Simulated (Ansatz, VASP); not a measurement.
## Two plane-wave programs on SnO

```
Sn O
1.0
     3.35500    0.00000    0.00000
     0.00000    5.67410    0.00000
     0.00000    0.00000    4.22197
Sn O
2 2
Direct
  0.50000 0.76809 0.01314
  0.00000 0.23191 0.51314
  0.50000 0.10875 0.23686
  0.00000 0.89125 0.73686
```

Alike in both runs: task single point; functional LDA; k mesh 8 × 5 × 6; occupations fermi-dirac, width 0.05 eV; no spin polarisation.

```csv
,VASP,Ansatz
version,VASP 6.6.1,Ansatz 0.2.0
potentials or method,"VASP PAW LDA potentials, release 64 (Sn_d, O)",Ansatz PAW
plane-wave cutoff (eV),520,420
valence electrons in the cell,40,40
```

|  | VASP | Ansatz | Ansatz less VASP |
| --- | --- | --- | --- |
| gap on the k mesh at the Fermi level (eV) | 1.45 | 1.47 | +0.025 |
| least direct gap on the mesh (eV) | 2.04 | 2.07 | +0.032 |
| pressure (GPa) | -5.2 | -5.5 | -0.27 |
| traceless stress, the component that is largest in VASP (GPa) | -0.91 | -0.93 | -0.023 |
| rms of the force components (eV/Å) | 0.284 | 0.324 | +0.0399 |

LDA's correlation is that of Perdew and Zunger in VASP and of Perdew and Wang (1992) in Ansatz. Atom by atom the forces differ by 0.042 eV/Å (rms over components).

Noted on Ansatz's run: odd divisions of the mesh miss points on the zone boundary, where band edges often lie, so the gap on the mesh can be too wide.
